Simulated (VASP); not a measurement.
# CdTe (rocksalt type) (Fm-3m) in VASP: a series of runs

CdTe (rocksalt type) is run at these levels: r2SCAN; tasks: single point.

Program: VASP 6.6.1. These are calculated values, not measurements. Logs are shortened: lines on timing, memory, paths and dates and some standing lists are left out, and cuts for length are marked.

### 1 The cell of the first run

Symmetry: Fm-3m, No. 225, cubic system. The conventional cell has a = 4.983 Å, b = 4.983 Å, c = 4.983 Å, α = 90.00°, β = 90.00°, γ = 90.00°. Within 3.3 Å of Cd (site symmetry m-3m) lie 6 Te at 2.49 Å. Te (site symmetry m-3m) has 6 Cd at 2.49 Å within 3.3 Å.

### 2 Single point, r2SCAN (volume scaled by 0.55)

File POSCAR:

```
CdTe
1.0
    0.0000000000      2.4914748053      2.4914748053
    2.4914748053      0.0000000000      2.4914748053
    2.4914748053      2.4914748053      0.0000000000
Cd Te
1 1
Direct
    0.0000000000      0.0000000000      0.0000000000
    0.5000000000      0.5000000000      0.5000000000
```

File INCAR.step1:

```
  PREC = Accurate
  ENCUT = 520
  ISMEAR = -1
  SIGMA = 0.05
  LREAL = F
  LASPH = T
  NELM = 100
  NBANDS = 16
  GGA = PE
  ALGO = Normal
  EDIFF = 1E-4
  LWAVE = T
  LCHARG = F
```

File INCAR.step2:

```
  PREC = Accurate
  ENCUT = 520
  EDIFF = 1E-6
  ISMEAR = -1
  SIGMA = 0.05
  LREAL = F
  LASPH = T
  NELM = 100
  ALGO = Normal
  ISIF = 2
  LWAVE = F
  LCHARG = F
  METAGGA = R2SCAN
  LMIXTAU = T
  NBANDS = 16
  ISTART = 1
```

File KPOINTS:

```
Automatic mesh
0
Gamma
  13 13 13
```

Potentials or basis: VASP PAW PBE potentials, release 64 (Cd, Te).

Started as:

```sh
> cat potpaw_PBE.64/Cd/POTCAR potpaw_PBE.64/Te/POTCAR > POTCAR
> cp INCAR.step1 INCAR
> mpirun -np 1 vasp_std > vasp.out
> cp INCAR.step2 INCAR
> mpirun -np 1 vasp_std > vasp.out
```

OUTCAR:

```text
PREC = Accurate
   ENCUT = 520
   EDIFF = 1E-6
   ISMEAR = -1
   LREAL = F
   LASPH = T
   NELM = 100
   ISIF = 2
   METAGGA = R2SCAN
   ISTART = 1

 ion  position               nearest neighbor table
   1  0.000  0.000  0.000-   2 2.49   2 2.49   2 2.49   2 2.49   2 2.49   2 2.49
   2  0.500  0.500  0.500-   1 2.49   1 2.49   1 2.49   1 2.49   1 2.49   1 2.49

  LATTYP: Found a face centered cubic cell.
 ALAT       =     4.9829496106

  Lattice vectors:

 A1 = (   0.0000000000,   2.4914748053,   2.4914748053)
 A2 = (   2.4914748053,   0.0000000000,   2.4914748053)
 A3 = (   2.4914748053,   2.4914748053,   0.0000000000)

Analysis of symmetry for initial positions (statically):
=====================================================================
 Subroutine PRICEL returns:
 Original cell was already a primitive cell.

 Routine SETGRP: Setting up the symmetry group for a
 face centered cubic supercell.

 Subroutine GETGRP returns: Found 48 space group operations
 (whereof 48 operations were pure point group operations)
 out of a pool of 48 trial point group operations.

The static configuration has the point symmetry O_h .

Analysis of symmetry for dynamics (positions and initial velocities):
=====================================================================
 Subroutine PRICEL returns:
 Original cell was already a primitive cell.

 Routine SETGRP: Setting up the symmetry group for a
 face centered cubic supercell.

 Subroutine GETGRP returns: Found 48 space group operations
 (whereof 48 operations were pure point group operations)
 out of a pool of 48 trial point group operations.

The dynamic configuration has the point symmetry O_h .

 Subroutine INISYM returns: Found 48 space group operations
 (whereof 48 operations are pure point group operations),
 and found     1 'primitive' translations

----------------------------------------------------------------------------------------

                                     Primitive cell

  volume of cell :      30.9314

  direct lattice vectors                    reciprocal lattice vectors
     0.000000000  2.491474805  2.491474805    -0.200684349  0.200684349  0.200684349
     2.491474805  0.000000000  2.491474805     0.200684349 -0.200684349  0.200684349
     2.491474805  2.491474805  0.000000000     0.200684349  0.200684349 -0.200684349

  length of vectors
     3.523477460  3.523477460  3.523477460     0.347595489  0.347595489  0.347595489

  position of ions in fractional coordinates (direct lattice)
     0.000000000  0.000000000  0.000000000
     0.500000000  0.500000000  0.500000000

  ion indices of the primitive-cell ions
   primitive index   ion index
                 1           1
                 2           2

----------------------------------------------------------------------------------------

 KPOINTS: Automatic mesh

Automatic generation of k-mesh.
 Grid dimensions read from file:
 generate k-points for:   13   13   13

 Generating k-lattice:

  Cartesian coordinates                     Fractional coordinates (reciprocal lattice)
    -0.015437258  0.015437258  0.015437258     0.076923077  0.000000000  0.000000000
     0.015437258 -0.015437258  0.015437258     0.000000000  0.076923077  0.000000000
     0.015437258  0.015437258 -0.015437258     0.000000000  0.000000000  0.076923077

  Length of vectors
     0.026738115  0.026738115  0.026738115

  Shift w.r.t. Gamma in fractional coordinates (k-lattice)
     0.000000000  0.000000000  0.000000000

 Subroutine IBZKPT returns following result:
 ===========================================

 Found     84 irreducible k-points:

 Following reciprocal coordinates:
            Coordinates               Weight
  0.000000  0.000000  0.000000      1.000000
  0.076923  0.000000  0.000000      8.000000
  0.153846  0.000000  0.000000      8.000000
  0.230769  0.000000  0.000000      8.000000
  0.307692  0.000000  0.000000      8.000000
  0.384615  0.000000  0.000000      8.000000
[... 16 lines left out ...]
  0.384615  0.153846  0.000000     24.000000
  0.461538  0.153846  0.000000     24.000000
 [... further k-points ...]
   k-points           NKPTS =     84   k-points in BZ     NKDIM =     84   number of bands    NBANDS=     16
   number of dos      NEDOS =    301   number of ions     NIONS =      2
   total plane-waves  NPLWV =  21952
   dimension x,y,z NGX =    28 NGY =   28 NGZ =   28
   dimension x,y,z NGXF=    56 NGYF=   56 NGZF=   56
   ions per type =               1   1
   NGX,Y,Z   is equivalent  to a cutoff of  13.21, 13.21, 13.21 a.u.
   NGXF,Y,Z  is equivalent  to a cutoff of  26.42, 26.42, 26.42 a.u.
 SYSTEM =  unknown system
   PREC   = accura    normal or accurate (medium, high low for compatibility)
   ISTART =      1    job   : 0-new  1-cont  2-samecut
   ICHARG =      0    charge: 1-file 2-atom 10-const
   ISPIN  =      1    spin polarized calculation?
   LNONCOLLINEAR =      F non collinear calculations
   LSORBIT =      F    spin-orbit coupling
   LASPH  =      T    aspherical Exc in radial PAW
   ENCUT  =  520.0 eV  38.22 Ry    6.18 a.u.   6.55  6.55  6.55*2*pi/ulx,y,z
   NELM   =    100;   NELMIN=  2; NELMDL=  0     # of ELM steps
   EDIFF  = 0.1E-05   stopping-criterion for ELM
   LREAL  =      F    real-space projection
   EDIFFG = 0.1E-04   stopping-criterion for IOM
   NSW    =      0    number of steps for IOM
   IBRION =     -1    ionic relax: 0-MD 1-quasi-New 2-CG
   NFREE  =      0    steps in history (QN), initial steepest desc. (CG)
   ISIF   =      2    stress and relaxation
   ISYM   =      2    0-nonsym 1-usesym 2-fastsym
   POTIM  = 0.5000    time-step for ionic-motion
   TEBEG  =    0.0;   TEEND  =   0.0 temperature during run
   PSTRESS=    0.0 pullay stress
   NELECT =      18.0000    total number of electrons
   NUPDOWN=      -1.0000    fix difference up-down
   EMIN   =  10.00;   EMAX   =-10.00  energy-range for DOS
   EFERMI =   0.00;   METHOD = LEGACY
   ISMEAR =    -1;   SIGMA  =   0.05  broadening in eV -4-tet -1-fermi 0-gaus
   EFERMI_NEDOS =   21; number of points for ismear=-14 and -15
   IALGO  =     38    algorithm
   IMIX   =      4    mixing-type and parameters
     AMIX     =   0.40;   BMIX     =  1.00
     AMIX_MAG =   1.60;   BMIX_MAG =  1.00
  volume/ion in A,a.u.               =      15.47       104.37
  Fermi-wavevector in a.u.,A,eV,Ry     =   1.366782  2.582843 25.416939  1.868092
  Thomas-Fermi vector in A             =   2.492892
   LORBIT       =      0    0 simple, 1 ext, 2 COOP (PROOUT), +10 PAW based schemes
   METAGGA = R2SCAN    functional components
   LHFCALC =     F    Hartree Fock is set to
   AEXX    =    0.0000 exact exchange contribution
   IVDW    =     0    specifies the selected vdW correction
   LEPSILON=     F    determine dielectric tensor
   LRPA    =     F    only Hartree local field effects (RPA)
 non-spin polarized calculation
  energy-cutoff  :      520.00
  volume of cell :       30.93
 maximum number of plane-waves:       869
   NGX = 13   NGY = 13   NGZ = 13

 number of electron      17.9999996 magnetization

 Free energy of the ion-electron system (eV)
  ---------------------------------------------------
  ext. energy  EPLUGINS =         0.00000000
  ---------------------------------------------------
  free energy    TOTEN  =       -40.23542376 eV

  energy without entropy =      -40.23166485  energy(sigma->0) =      -40.23354431

 E-fermi :  12.8167     XC(G=0): -13.6639

 val. band max:       12.8073946171   @ k =  -0.3077   0.1538   0.0000
 cond. band min:      12.8635472112   @ k =  -0.2308   0.0769   0.0000
 fundamental gap:      0.0561525941
 Fermi energy:        12.8166668446

 k-point     1 :       0.0000    0.0000    0.0000
  band No.  band energies     occupation
      1      -5.6158      2.00000
      2       0.8622      2.00000
      3       0.8622      2.00000
      4       0.8863      2.00000
      5       0.8864      2.00000
      6       0.8864      2.00000
[... 8 lines left out ...]
     15      22.3890      0.00000
     16      22.3890      0.00000

 k-point     2 :       0.0769    0.0000    0.0000
  band No.  band energies     occupation
      1      -5.5016      2.00000
      2       0.8097      2.00000
      3       0.8097      2.00000
      4       0.8626      2.00000
      5       0.9074      2.00000
      6       0.9074      2.00000
[... 8 lines left out ...]
     15      21.8425      0.00000
     16      21.8425      0.00000

 k-point     3 :       0.1538    0.0000    0.0000
  band No.  band energies     occupation
      1      -5.1623      2.00000
      2       0.6619      2.00000
      3       0.6619      2.00000
      4       0.7908      2.00000
      5       0.9732      2.00000
      6       0.9733      2.00000
[... 8 lines left out ...]
     15      21.5414      0.00000
     16      21.5414      0.00000

 k-point     4 :       0.2308    0.0000    0.0000
  band No.  band energies     occupation
      1      -4.6109      2.00000
      2       0.4626      2.00000
      3       0.4626      2.00000
      4       0.6644      2.00000
      5       1.0685      2.00000
      6       1.0686      2.00000
[... 8 lines left out ...]
     15      22.1293      0.00000
     16      22.3802      0.00000

 k-point     5 :       0.3077    0.0000    0.0000
  band No.  band energies     occupation
      1      -3.8753      2.00000
      2       0.2618      2.00000
      3       0.2618      2.00000
      4       0.4585      2.00000
      5       1.1724      2.00000
      6       1.1724      2.00000
[... 8 lines left out ...]
     15      23.1398      0.00000
     16      24.0499      0.00000

 k-point     6 :       0.3846    0.0000    0.0000
  band No.  band energies     occupation
      1      -3.0221      2.00000
      2       0.1028      2.00000
      3       0.1028      2.00000
      4       0.1174      2.00000
      5       1.2607      2.00000
      6       1.2608      2.00000
[... 8 lines left out ...]
     15      24.4153      0.00000
     16      25.9519      0.00000

 k-point     7 :       0.4615    0.0000    0.0000
  band No.  band energies     occupation
      1      -2.2608      2.00000
      2      -0.3322      2.00000
      3       0.0157      2.00000
      4       0.0158      2.00000
      5       1.3115      2.00000
      6       1.3115      2.00000
[... 8 lines left out ...]
     15      25.7253      0.00000
     16      27.7952      0.00000

 k-point     8 :       0.0769    0.0769    0.0000
  band No.  band energies     occupation
      1      -5.4648      2.00000
      2       0.7336      2.00000
      3       0.8615      2.00000
      4       0.8758      2.00000
      5       0.9014      2.00000
      6       0.9015      2.00000
[... 8 lines left out ...]
     15      21.3725      0.00000
     16      22.9351      0.00000

 k-point     9 :       0.1538    0.0769    0.0000
  band No.  band energies     occupation
      1      -5.2046      2.00000
      2       0.5780      2.00000
      3       0.7995      2.00000
      4       0.8134      2.00000
      5       0.9396      2.00000
      6       0.9744      2.00000
[... 8 lines left out ...]
     15      22.0163      0.00000
     16      22.8951      0.00000
[... 172 lines left out ...]
 k-point    19 :      -0.0769    0.0769    0.0000
  band No.  band energies     occupation
      1      -5.3136      2.00000
      2       0.6862      2.00000
      3       0.7607      2.00000
      4       0.8308      2.00000
      5       0.9238      2.00000
      6       0.9649      2.00000
[... 8 lines left out ...]
     15      21.6884      0.00000
     16      22.2415      0.00000

 k-point    20 :       0.1538    0.1538    0.0000
  band No.  band energies     occupation
      1      -5.0339      2.00000
      2       0.4286      2.00000
      3       0.7934      2.00000
      4       0.9139      2.00000
      5       0.9540      2.00000
      6       0.9540      2.00000
[... 8 lines left out ...]
     15      23.1666      0.00000
     16      24.2438      0.00000

 k-point    21 :       0.2308    0.1538    0.0000
  band No.  band energies     occupation
      1      -4.6614      2.00000
      2       0.2617      2.00000
      3       0.7350      2.00000
      4       0.8217      2.00000
      5       1.0133      2.00000
      6       1.0721      2.00000
[... 8 lines left out ...]
     15      23.6691      0.00000
     16      24.3008      0.00000

 k-point    22 :       0.3077    0.1538    0.0000
  band No.  band energies     occupation
      1      -4.1155      2.00000
      2       0.1152      2.00000
      3       0.6516      2.00000
      4       0.6531      2.00000
      5       1.1111      2.00000
      6       1.1981      2.00000
[... 8 lines left out ...]
     15      24.6955      0.00000
     16      25.1747      0.00000

 k-point    23 :       0.3846    0.1538    0.0000
  band No.  band energies     occupation
      1      -3.4565      2.00000
      2       0.0177      2.00000
      3       0.4549      2.00000
      4       0.5571      2.00000
      5       1.2395      2.00000
      6       1.2965      2.00000
[... 8 lines left out ...]
     15      25.6577      0.00000
     16      26.9614      0.00000

 k-point    24 :       0.4615    0.1538    0.0000
  band No.  band energies     occupation
      1      -2.8107      2.00000
      2      -0.0400      2.00000
      3       0.2745      2.00000
      4       0.4667      2.00000
      5       1.3482      2.00000
      6       1.3868      2.00000
[... 8 lines left out ...]
     15      26.5562      0.00000
     16      28.0860      0.00000

 [... further k-points ...]

------------------------ aborting loop because EDIFF is reached ----------------------------------------

  FORCE on cell =-STRESS in cart. coord.  units (eV):
  Direction    XX          YY          ZZ          XY          YZ          ZX
  --------------------------------------------------------------------------------------
  -------------------------------------------------------------------------------------
  Total       26.2081199     26.2081199     26.2081199      0.0000000      0.0000000      0.0000000
  in kB     1357.5222429   1357.5222429   1357.5222429      0.0000000      0.0000000      0.0000000
  external PRESSURE =    1357.5222429 kB  Pullay stress =       0.0000000 kB

 VOLUME and BASIS-vectors are now :
 -----------------------------------------------------------------------------
  energy-cutoff  :      520.00
  volume of cell :       30.93
      direct lattice vectors                 reciprocal lattice vectors
     0.000000000  2.491474805  2.491474805    -0.200684349  0.200684349  0.200684349
     2.491474805  0.000000000  2.491474805     0.200684349 -0.200684349  0.200684349
     2.491474805  2.491474805  0.000000000     0.200684349  0.200684349 -0.200684349

 POSITION                                       TOTAL-FORCE (eV/Angst)
 -----------------------------------------------------------------------------------
      0.00000      0.00000      0.00000         0.000000      0.000000      0.000000
      2.49147      2.49147      2.49147        -0.000000     -0.000000      0.000000
 -----------------------------------------------------------------------------------
    total drift:                               -0.000000      0.000000      0.000000

  FREE ENERGIE OF THE ION-ELECTRON SYSTEM (eV)
  ---------------------------------------------------
  free  energy   TOTEN  =       -40.2354237620 eV

  energy  without entropy=      -40.2316648546  energy(sigma->0) =      -40.23354431
```

Wall time 1.8 min (1 thread of AMD EPYC 9R45 (Zen 5), shared host); peak memory 0.16 GiB.

Results:

```yaml
Free_energy: -40.2354 eV
Pressure: 135.8 GPa
Band_gap_on_the_k_mesh: zero (band 9 reaches 13.20 eV, above the bottom of band 10 at 11.39 eV)
```

Caveat: the PAW data sets were made with another functional, which shifts forces and pressure a little; spin-orbit coupling is left out, which moves the levels of the heavy elements.

### 3 Single point, r2SCAN (volume scaled by 0.64)

File POSCAR:

```
CdTe
1.0
    0.0000000000      2.6205689721      2.6205689721
    2.6205689721      0.0000000000      2.6205689721
    2.6205689721      2.6205689721      0.0000000000
Cd Te
1 1
Direct
    0.0000000000      0.0000000000      0.0000000000
    0.5000000000      0.5000000000      0.5000000000
```

Edit INCAR.step1 of step 2 so:

```diff
@@ -6,3 +6,3 @@
   LASPH = T
-  NELM = 100
+  NELM = 80
   NBANDS = 16
```

Edit INCAR.step2 of step 2 so:

```diff
@@ -7,3 +7,3 @@
   LASPH = T
-  NELM = 100
+  NELM = 80
   ALGO = Normal
```

KPOINTS is that of step 2.

Potentials or basis: VASP PAW PBE potentials, release 64 (Cd, Te).

Started as:

```sh
> cat potpaw_PBE.64/Cd/POTCAR potpaw_PBE.64/Te/POTCAR > POTCAR
> cp INCAR.step1 INCAR
> mpirun -np 1 vasp_std > vasp.out
> cp INCAR.step2 INCAR
> mpirun -np 1 vasp_std > vasp.out
```

Run time: 2 min. Hardware: 1 thread of AMD EPYC 9R45 (Zen 5), shared host; peak memory 0.17 GiB.

It converged, with:

| Property | Result |
| --- | --- |
| Free energy | -43.3787 eV |
| Pressure | 70.5 GPa |
| Band gap on the k mesh | zero (band 9 reaches 10.22 eV, above the bottom of band 10 at 8.59 eV) |

Levels at points of the mesh, in eV from the Fermi level:
```tsv
k point	band 6	band 7	band 8	band 9	band 10	band 11	band 12	band 13
(0.00, 0.00, 0.00)	-10.64	-1.24	-1.24	-1.24	4.32	7.44	7.50	7.50
```

Caveat: the PAW data sets were made with another functional, which shifts forces and pressure a little; spin-orbit coupling is left out, which moves the levels of the heavy elements.

### 4 Single point, r2SCAN (volume scaled by 0.72)

File POSCAR:

```
CdTe
1.0
    0.0000000000      2.7255015630      2.7255015630
    2.7255015630      0.0000000000      2.7255015630
    2.7255015630      2.7255015630      0.0000000000
Cd Te
1 1
Direct
    0.0000000000      0.0000000000      0.0000000000
    0.5000000000      0.5000000000      0.5000000000
```

File INCAR.step1:

```
SYSTEM = CdTe
PREC = Accurate
ENCUT = 520
ISMEAR = -1
SIGMA = 0.05
LREAL = .FALSE.
LASPH = .TRUE.
NELM = 80
NBANDS = 16
GGA = PE
ALGO = Normal
EDIFF = 1E-4
LWAVE = .TRUE.
LCHARG = .FALSE.
```

File INCAR.step2:

```
SYSTEM = CdTe
PREC = Accurate
ENCUT = 520
EDIFF = 1E-6
ISMEAR = -1
SIGMA = 0.05
LREAL = .FALSE.
LASPH = .TRUE.
NELM = 80
ALGO = Normal
ISIF = 2
LWAVE = .FALSE.
LCHARG = .FALSE.
METAGGA = R2SCAN
LMIXTAU = .TRUE.
NBANDS = 16
ISTART = 1
```

File KPOINTS:

```
Automatic mesh
0
G
  13 13 13
  0 0 0
```

Started as:

```sh
> cat potpaw_PBE.64/Cd/POTCAR potpaw_PBE.64/Te/POTCAR > POTCAR
> cp INCAR.step1 INCAR
> mpirun -np 1 vasp_std > vasp.out
> cp INCAR.step2 INCAR
> mpirun -np 1 vasp_std > vasp.out
```

It took 2.4 min on 1 thread of AMD EPYC 9R45 (Zen 5), shared host; peak memory 0.18 GiB.

The run converged. Its results:

* Free energy: -44.8816 eV
* Pressure: 39.3 GPa
* Band gap on the k mesh: zero (band 9 reaches 8.23 eV, above the bottom of band 10 at 6.79 eV)

Levels at points of the mesh, in eV from the Fermi level:
```csv
k point,band 7,band 8,band 9,band 10,band 11,band 12
"(0.00, 0.00, 0.00)",-1.03,-1.03,-1.03,3.19,7.51,7.51
```

Caveat: the PAW data sets were made with another functional, which shifts forces and pressure a little; spin-orbit coupling is left out, which moves the levels of the heavy elements.

(Part 1 of 2 ends here.)
